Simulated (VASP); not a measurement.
# CdSe (P6_3/mmc) in VASP: notebook, part 2 of 2

VASP 6.6.1. Earlier steps stand in the parts before.

### 4 Single point, PBE

File INCAR:

```
  PREC = Accurate
  ENCUT = 500
  EDIFF = 1E-6
  ISMEAR = 1
  SIGMA = 0.2
  LREAL = F
  LASPH = T
  NELM = 120
  ALGO = Normal
  ISIF = 2
  LWAVE = F
  LCHARG = F
  GGA = PE
  NBANDS = 26
  GGA_COMPAT = F
```

File KPOINTS:

```
Automatic mesh
0
Gamma
  6 6 4
```

File POSCAR:

```
CdSe
1.0
    4.6022437423      0.0000000000      0.0000000000
   -2.3011218711      3.9856599953      0.0000000000
    0.0000000000      0.0000000000      6.0016225389
Cd Se
2 2
Direct
    0.3333333333      0.6666666667      0.2500000000
    0.6666666667      0.3333333333      0.7500000000
    0.6666666667      0.3333333333      0.2500000000
    0.3333333333      0.6666666667      0.7500000000
```

On the command line:

```console
$ cat potpaw_PBE.64/Cd/POTCAR potpaw_PBE.64/Se/POTCAR > POTCAR
$ mpirun -np 1 vasp_std > vasp.out
```

It took 86 s on 1 thread of AMD EPYC 7R13 (Zen 3), shared host; peak memory 0.22 GiB.

Results (log left out):

| Item | Value |
| --- | --- |
| Free energy | -10.5499 eV |
| Pressure | 1.7 GPa |
| Band gap on the k mesh | 0.23 eV, indirect (least direct gap 0.43 eV) |

Stress tensor (GPa, compression positive):
```
1.89 0.00 0.00
0.00 1.89 0.00
0.00 0.00 1.43
```

Levels at points of the mesh, in eV from the valence-band top:
```tsv
k point	band 15	band 16	band 17	band 18	band 19	band 20	band 21	band 22
(0.00, 0.00, 0.00)	-1.37	-0.34	-0.34	-0.20	0.23	0.40	5.03	5.03
(0.50, 0.00, 0.00)	-2.50	-2.44	-1.33	-1.11	1.88	3.19	5.82	6.67
(0.00, 0.00, 0.50)	-0.84	-0.84	-0.84	-0.84	2.27	2.27	5.24	5.24
(0.50, 0.00, 0.50)	-1.83	-1.83	-0.42	-0.42	3.24	3.24	4.50	4.50
```

### 5 Single point, PBEsol

File INCAR:

```
SYSTEM = CdSe
PREC = Accurate
ENCUT = 500
EDIFF = 1E-6
ISMEAR = 0
SIGMA = 0.01
LREAL = .FALSE.
LASPH = .TRUE.
NELM = 120
ALGO = Normal
ISIF = 2
LWAVE = .FALSE.
LCHARG = .FALSE.
GGA = PS
NBANDS = 26
GGA_COMPAT = .FALSE.
```

File KPOINTS:

```
Automatic mesh
0
G
  6 6 4
  0 0 0
```

POSCAR is that of step 4.

Potentials or basis: VASP PAW PBE potentials, release 64 (Cd, Se).

On the command line:

```console
$ cat potpaw_PBE.64/Cd/POTCAR potpaw_PBE.64/Se/POTCAR > POTCAR
$ mpirun -np 1 vasp_std > vasp.out
```

OUTCAR:

```text
SYSTEM = CdSe
   PREC = Accurate
   ENCUT = 500
   EDIFF = 1E-6
   ISMEAR = 0
   LREAL = .FALSE.
   LASPH = .TRUE.
   NELM = 120
   ISIF = 2
   GGA = PS

 ion  position               nearest neighbor table
   1  0.333  0.667  0.250-   3 2.66   3 2.66   3 2.66   4 3.00   4 3.00
   2  0.667  0.333  0.750-   4 2.66   4 2.66   4 2.66   3 3.00   3 3.00
   3  0.667  0.333  0.250-   1 2.66   1 2.66   1 2.66   2 3.00   2 3.00
   4  0.333  0.667  0.750-   2 2.66   2 2.66   2 2.66   1 3.00   1 3.00

  LATTYP: Found a hexagonal cell.
 ALAT       =     4.6022437423
 C/A-ratio  =     1.3040644683

  Lattice vectors:

 A1 = (   4.6022437423,   0.0000000000,   0.0000000000)
 A2 = (  -2.3011218711,   3.9856599953,   0.0000000000)
 A3 = (   0.0000000000,   0.0000000000,   6.0016225389)

Analysis of symmetry for initial positions (statically):
=====================================================================
 Subroutine PRICEL returns:
 Original cell was already a primitive cell.

 Routine SETGRP: Setting up the symmetry group for a
 hexagonal supercell.

 Subroutine GETGRP returns: Found 24 space group operations
 (whereof 12 operations were pure point group operations)
[... 166 lines left out ...]

 E-fermi :   1.1571     XC(G=0):  -9.2146

 val. band max:        1.0895078305   @ k =   0.3333   0.3333   0.5000
 cond. band min:       1.2242685872   @ k =   0.0000   0.0000   0.0000
 fundamental gap:      0.1347607567
 Fermi energy:         1.1570917572

 k-point     1 :       0.0000    0.0000    0.0000
  band No.  band energies     occupation
      1     -11.6143      2.00000
      2     -10.9764      2.00000
      3      -6.9806      2.00000
      4      -6.9806      2.00000
      5      -6.9700      2.00000
      6      -6.9700      2.00000
[... 598 lines left out ...]
     25       7.8841      0.00000
     26       7.8841      0.00000

------------------------ aborting loop because EDIFF is reached ----------------------------------------

  FORCE on cell =-STRESS in cart. coord.  units (eV):
  Direction    XX          YY          ZZ          XY          YZ          ZX
  --------------------------------------------------------------------------------------
  -------------------------------------------------------------------------------------
  Total       -0.7171213     -0.7171213     -0.8516603     -0.0000000     -0.0000000      0.0000000
  in kB      -10.4367352    -10.4367352    -12.3947685     -0.0000000     -0.0000000      0.0000000
  external PRESSURE =     -11.0894129 kB  Pullay stress =       0.0000000 kB

 VOLUME and BASIS-vectors are now :
 -----------------------------------------------------------------------------
  energy-cutoff  :      500.00
  volume of cell :      110.09
      direct lattice vectors                 reciprocal lattice vectors
     4.602243742  0.000000000  0.000000000     0.217285319  0.125449737  0.000000000
    -2.301121871  3.985659995  0.000000000     0.000000000  0.250899475  0.000000000
     0.000000000  0.000000000  6.001622539     0.000000000  0.000000000  0.166621608

 POSITION                                       TOTAL-FORCE (eV/Angst)
 -----------------------------------------------------------------------------------
     -0.00000      2.65711      1.50041         0.000000      0.000000     -0.000000
      2.30112      1.32855      4.50122        -0.000000     -0.000000      0.000000
      2.30112      1.32855      1.50041        -0.000000      0.000000      0.000000
     -0.00000      2.65711      4.50122         0.000000      0.000000      0.000000
 -----------------------------------------------------------------------------------
    total drift:                                0.000000     -0.000000      0.000000

  FREE ENERGIE OF THE ION-ELECTRON SYSTEM (eV)
  ---------------------------------------------------
  free  energy   TOTEN  =       -11.9651172886 eV

  energy  without entropy=      -11.9651172886  energy(sigma->0) =      -11.96511729
```

It took 97 s on 1 thread of AMD EPYC 7R13 (Zen 3), shared host; peak memory 0.22 GiB.

What came out:

```yaml
Free_energy: -11.9651 eV
Pressure: -1.1 GPa
Band_gap_on_the_k_mesh: 0.13 eV, indirect (least direct gap 0.34 eV)
```

Caveat: the PAW data sets were made with another functional, which shifts forces and pressure a little.

### 6 The runs side by side

```tsv
level	k mesh	smearing	gap on the mesh (eV)	pressure (GPa)
PBE	8 × 8 × 1	gaussian 0.01 eV	0.43	-1.2
PBE	6 × 6 × 4	tetrahedron	0.23	1.8
PBE	6 × 6 × 4	methfessel-paxton 0.2 eV	0.23	1.7
PBEsol	6 × 6 × 4	gaussian 0.01 eV	0.13	-1.1
```

Alike in all rows: task single point; potentials or basis VASP PAW PBE potentials, release 64 (Cd, Se); no spin polarisation; cell as given; cutoff (eV) 500.

Caveats: some runs use coarse meshes; the PAW data sets were made with another functional, which shifts forces and pressure a little (some runs).

Absolute energies hang on the potentials; compare differences alone.
